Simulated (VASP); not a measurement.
Ru:

```
Ru
1.0
     2.70580    0.00000    0.00000
    -1.35290    2.34329    0.00000
     0.00000    0.00000    4.28190
Ru
2
Direct
  0.66667 0.33333 0.75000
  0.33333 0.66667 0.25000
```

```yaml
Program: VASP 6.6.1
Task: relaxation of cell and atoms
Functional: BLYP
Dispersion: D4
Potentials_or_basis: VASP PAW PBE potentials, release 64 (Ru_pv)
Cutoff: 600 eV
k_mesh: 11 × 11 × 6
Occupations: fermi-dirac, width 0.05 eV
Spin: no spin polarisation
```

At the start: pressure 7.8 GPa; volume 13.57 Å³/atom.

Problem. How do energy, volume and symmetry change on relaxing?

Solution. Over 6 steps the energy falls by 7.9 meV/atom and the volume is 13.91 Å³/atom (+2.5 %); space group P6_3/mmc (No. 194, to 0.1 Å) before and after.

The path:
```csv
step,energy change (eV),largest force (eV/Å),pressure (GPa),volume (Å³)
1,0.0000,0.0000,7.78,27.15
2,0.1027,0.0000,-17.65,29.82
3,-0.0158,0.0000,-0.21,27.84
4,-0.0158,0.0000,0.00,27.82
5,-0.0159,0.0000,0.00,27.82
6,-0.0159,0.0000,0.00,27.82
```

Final structure:
```xyz
2
Lattice="2.7288 0.0000 0.0000 -1.3644 2.3632 0.0000 0.0000 0.0000 4.3137" Properties=species:S:1:pos:R:3 pbc="T T T"
Ru    1.3644    0.7877    3.2353
Ru    0.0000    1.5755    1.0784
```

Caveat: the PAW data sets were made with another functional, which shifts forces and pressure a little.
